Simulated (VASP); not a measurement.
# Sc (Fm-3m) in VASP: notebook, part 2 of 2

VASP 6.6.1. Earlier steps stand in the parts before.

### 5 Single point, RPBE (volume scaled by 1.12)

INCAR reads:

```
SYSTEM = Sc
PREC = Accurate
ENCUT = 520
EDIFF = 1E-6
ISMEAR = -1
SIGMA = 0.1
LREAL = .False.
LASPH = .True.
NELM = 100
ALGO = Normal
ISIF = 2
LWAVE = .False.
LCHARG = .True.
GGA = RP
LELF = .True.
LVHAR = .True.
NBANDS = 12
```

KPOINTS reads:

```
Automatic mesh
0
Gamma
  13 13 13
  0 0 0
```

POSCAR reads:

```
Sc
1.0
    0.0000000000      2.4356804011      2.4356804011
    2.4356804011      0.0000000000      2.4356804011
    2.4356804011      2.4356804011      0.0000000000
Sc
1
Direct
    0.0000000000      0.0000000000      0.0000000000
```

Potentials or basis: VASP PAW PBE potentials, release 64 (Sc_sv).

The run is started by

```console
cat potpaw_PBE.64/Sc_sv/POTCAR > POTCAR
mpirun -np 1 vasp_std > vasp.out
```

OUTCAR:

```text
SYSTEM = Sc
   PREC = Accurate
   ENCUT = 520
   EDIFF = 1E-6
   ISMEAR = -1
   LREAL = .False.
   LASPH = .True.
   NELM = 100
   ISIF = 2
   GGA = RP

 ion  position               nearest neighbor table
   1  0.000  0.000  0.000-

  LATTYP: Found a face centered cubic cell.
 ALAT       =     4.8713608022

  Lattice vectors:

 A1 = (   0.0000000000,   2.4356804011,   2.4356804011)
 A2 = (   2.4356804011,   0.0000000000,   2.4356804011)
 A3 = (   2.4356804011,   2.4356804011,   0.0000000000)

Analysis of symmetry for initial positions (statically):
=====================================================================
 Subroutine PRICEL returns:
 Original cell was already a primitive cell.

 Routine SETGRP: Setting up the symmetry group for a
 face centered cubic supercell.

 Subroutine GETGRP returns: Found 48 space group operations
 (whereof 48 operations were pure point group operations)
 out of a pool of 48 trial point group operations.

The static configuration has the point symmetry O_h .

Analysis of symmetry for dynamics (positions and initial velocities):
=====================================================================
 Subroutine PRICEL returns:
 Original cell was already a primitive cell.

 Routine SETGRP: Setting up the symmetry group for a
 face centered cubic supercell.

 Subroutine GETGRP returns: Found 48 space group operations
 (whereof 48 operations were pure point group operations)
 out of a pool of 48 trial point group operations.

The dynamic configuration has the point symmetry O_h .

 Subroutine INISYM returns: Found 48 space group operations
 (whereof 48 operations are pure point group operations),
 and found     1 'primitive' translations

----------------------------------------------------------------------------------------

                                     Primitive cell

  volume of cell :      28.8995

  direct lattice vectors                    reciprocal lattice vectors
     0.000000000  2.435680401  2.435680401    -0.205281448  0.205281448  0.205281448
     2.435680401  0.000000000  2.435680401     0.205281448 -0.205281448  0.205281448
     2.435680401  2.435680401  0.000000000     0.205281448  0.205281448 -0.205281448

  length of vectors
     3.444572257  3.444572257  3.444572257     0.355557898  0.355557898  0.355557898

  position of ions in fractional coordinates (direct lattice)
     0.000000000  0.000000000  0.000000000

  ion indices of the primitive-cell ions
   primitive index   ion index
                 1           1

----------------------------------------------------------------------------------------

 KPOINTS: Automatic mesh

Automatic generation of k-mesh.
 Grid dimensions read from file:
 generate k-points for:   13   13   13

 Generating k-lattice:

  Cartesian coordinates                     Fractional coordinates (reciprocal lattice)
    -0.015790881  0.015790881  0.015790881     0.076923077  0.000000000  0.000000000
     0.015790881 -0.015790881  0.015790881     0.000000000  0.076923077  0.000000000
     0.015790881  0.015790881 -0.015790881     0.000000000  0.000000000  0.076923077

  Length of vectors
     0.027350608  0.027350608  0.027350608

  Shift w.r.t. Gamma in fractional coordinates (k-lattice)
     0.000000000  0.000000000  0.000000000

 Subroutine IBZKPT returns following result:
 ===========================================

 Found     84 irreducible k-points:

 Following reciprocal coordinates:
            Coordinates               Weight
  0.000000  0.000000  0.000000      1.000000
  0.076923  0.000000  0.000000      8.000000
  0.153846  0.000000  0.000000      8.000000
  0.230769  0.000000  0.000000      8.000000
  0.307692  0.000000  0.000000      8.000000
  0.384615  0.000000  0.000000      8.000000
[... 16 lines left out ...]
  0.384615  0.153846  0.000000     24.000000
  0.461538  0.153846  0.000000     24.000000
 [... further k-points ...]
   k-points           NKPTS =     84   k-points in BZ     NKDIM =     84   number of bands    NBANDS=     12
   number of dos      NEDOS =    301   number of ions     NIONS =      1
   total plane-waves  NPLWV =  21952
   dimension x,y,z NGX =    28 NGY =   28 NGZ =   28
   dimension x,y,z NGXF=    56 NGYF=   56 NGZF=   56
   ions per type =               1
   NGX,Y,Z   is equivalent  to a cutoff of  13.51, 13.51, 13.51 a.u.
   NGXF,Y,Z  is equivalent  to a cutoff of  27.03, 27.03, 27.03 a.u.
 SYSTEM =  Sc
   PREC   = accura    normal or accurate (medium, high low for compatibility)
   ISTART =      0    job   : 0-new  1-cont  2-samecut
   ICHARG =      2    charge: 1-file 2-atom 10-const
   ISPIN  =      1    spin polarized calculation?
   LNONCOLLINEAR =      F non collinear calculations
   LSORBIT =      F    spin-orbit coupling
   LASPH  =      T    aspherical Exc in radial PAW
   ENCUT  =  520.0 eV  38.22 Ry    6.18 a.u.   6.40  6.40  6.40*2*pi/ulx,y,z
   NELM   =    100;   NELMIN=  2; NELMDL= -5     # of ELM steps
   EDIFF  = 0.1E-05   stopping-criterion for ELM
   LREAL  =      F    real-space projection
   EDIFFG = 0.1E-04   stopping-criterion for IOM
   NSW    =      0    number of steps for IOM
   IBRION =     -1    ionic relax: 0-MD 1-quasi-New 2-CG
   NFREE  =      0    steps in history (QN), initial steepest desc. (CG)
   ISIF   =      2    stress and relaxation
   ISYM   =      2    0-nonsym 1-usesym 2-fastsym
   POTIM  = 0.5000    time-step for ionic-motion
   TEBEG  =    0.0;   TEEND  =   0.0 temperature during run
   PSTRESS=    0.0 pullay stress
   NELECT =      11.0000    total number of electrons
   NUPDOWN=      -1.0000    fix difference up-down
   EMIN   =  10.00;   EMAX   =-10.00  energy-range for DOS
   EFERMI =   0.00;   METHOD = LEGACY
   ISMEAR =    -1;   SIGMA  =   0.10  broadening in eV -4-tet -1-fermi 0-gaus
   EFERMI_NEDOS =   21; number of points for ismear=-14 and -15
   IALGO  =     38    algorithm
   IMIX   =      4    mixing-type and parameters
     AMIX     =   0.40;   BMIX     =  1.00
     AMIX_MAG =   1.60;   BMIX_MAG =  1.00
  volume/ion in A,a.u.               =      28.90       195.02
  Fermi-wavevector in a.u.,A,eV,Ry     =   1.186430  2.242027 19.151778  1.407616
  Thomas-Fermi vector in A             =   2.322603
   LORBIT       =      0    0 simple, 1 ext, 2 COOP (PROOUT), +10 PAW based schemes
   GGA     = RP    functional components
   LHFCALC =     F    Hartree Fock is set to
   AEXX    =    0.0000 exact exchange contribution
   IVDW    =     0    specifies the selected vdW correction
   LEPSILON=     F    determine dielectric tensor
   LRPA    =     F    only Hartree local field effects (RPA)
 non-spin polarized calculation
  energy-cutoff  :      520.00
  volume of cell :       28.90
 maximum number of plane-waves:       794
 NGX is ok and might be reduce to    28
   NGX = 13   NGY = 13   NGZ = 13

 number of electron      10.9999999 magnetization

 Free energy of the ion-electron system (eV)
  ---------------------------------------------------
  ext. energy  EPLUGINS =         0.00000000
  ---------------------------------------------------
  free energy    TOTEN  =        -5.87953404 eV

  energy without entropy =       -5.80541970  energy(sigma->0) =       -5.84247687

 E-fermi :   2.9711     XC(G=0):  -9.1451

 val. band max:        2.9668502065   @ k =   0.4615   0.0769   0.0000
 cond. band min:       2.9720744731   @ k =   0.4615   0.0000   0.0000
 fundamental gap:      0.0052242666
 Fermi energy:         2.9710740013

 k-point     1 :       0.0000    0.0000    0.0000
  band No.  band energies     occupation
      1     -47.0513      2.00000
      2     -25.4657      2.00000
      3     -25.4657      2.00000
      4     -25.4657      2.00000
      5      -1.8946      2.00000
      6       4.3389      0.00000
      7       4.3389      0.00000
      8       4.3389      0.00000
      9       5.4463      0.00000
     10       5.4463      0.00000
     11      14.5793      0.00000
     12      17.3797      0.00000

 k-point     2 :       0.0769    0.0000    0.0000
  band No.  band energies     occupation
      1     -47.0497      2.00000
      2     -25.4787      2.00000
      3     -25.4675      2.00000
      4     -25.4675      2.00000
      5      -1.7647      2.00000
      6       4.2502      0.00001
      7       4.3834      0.00000
      8       4.3834      0.00000
      9       5.4174      0.00000
     10       5.4174      0.00000
     11      14.6229      0.00000
     12      16.2889      0.00000
[... 316 lines left out ...]
 k-point    24 :       0.4615    0.1538    0.0000
  band No.  band energies     occupation
      1     -47.0222      2.00000
      2     -25.6580      2.00000
      3     -25.5198      2.00000
      4     -25.5074      2.00000
      5       1.3312      2.00000
      6       2.9151      1.27261
      7       3.9879      0.00008
      8       4.6136      0.00000
      9       6.1708      0.00000
     10       6.2365      0.00000
     11       9.0169      0.00000
     12      13.6472      0.00000

 [... further k-points ...]
[... 5 lines left out ...]
  --------------------------------------------------------------------------------------
  -------------------------------------------------------------------------------------
  Total       -0.8168544     -0.8168544     -0.8168544      0.0000000     -0.0000000     -0.0000000
  in kB      -45.2860398    -45.2860398    -45.2860398      0.0000000     -0.0000000     -0.0000000
  external PRESSURE =     -45.2860398 kB  Pullay stress =       0.0000000 kB

 VOLUME and BASIS-vectors are now :
 -----------------------------------------------------------------------------
  energy-cutoff  :      520.00
  volume of cell :       28.90
      direct lattice vectors                 reciprocal lattice vectors
     0.000000000  2.435680401  2.435680401    -0.205281448  0.205281448  0.205281448
     2.435680401  0.000000000  2.435680401     0.205281448 -0.205281448  0.205281448
     2.435680401  2.435680401  0.000000000     0.205281448  0.205281448 -0.205281448

 POSITION                                       TOTAL-FORCE (eV/Angst)
 -----------------------------------------------------------------------------------
      0.00000      0.00000      0.00000         0.000000      0.000000     -0.000000
 -----------------------------------------------------------------------------------
    total drift:                               -0.000000     -0.000000     -0.000000

  FREE ENERGIE OF THE ION-ELECTRON SYSTEM (eV)
  ---------------------------------------------------
  free  energy   TOTEN  =        -5.8795340429 eV

  energy  without entropy=       -5.8054196955  energy(sigma->0) =       -5.84247687
```

It took 71 s on 1 thread of Intel Xeon 6975P-C, shared host; peak memory 0.17 GiB.

Results:

| Quantity | Value |
| --- | --- |
| Free energy | -5.8795 eV |
| Pressure | -4.5 GPa |

Levels at points of the mesh, in eV from the Fermi level:
```csv
k point,band 2,band 3,band 4,band 5,band 6,band 7,band 8,band 9
"(0.00, 0.00, 0.00)",-28.44,-28.44,-28.44,-4.87,1.37,1.37,1.37,2.48
```

Caveat: the PAW data sets were made with another functional, which shifts forces and pressure a little.

### 6 Overview

```csv
cell,gap on the mesh (eV),pressure (GPa)
"a = 3.272 Å, angles 60.0°, 1 atom",none,2.1
"a = 3.317 Å, angles 60.0°, 1 atom",none,0.0
"a = 3.403 Å, angles 60.0°, 1 atom",none,-3.3
"a = 3.445 Å, angles 60.0°, 1 atom",none,-4.5
```

Alike in all rows: task single point; level RPBE; potentials or basis VASP PAW PBE potentials, release 64 (Sc_sv); no spin polarisation; k mesh 13 × 13 × 13; cutoff (eV) 520; smearing fermi-dirac 0.1 eV.

Caveats: the PAW data sets were made with another functional, which shifts forces and pressure a little.

Total energies depend on the potentials used, so only differences within one code and one set of settings carry meaning.
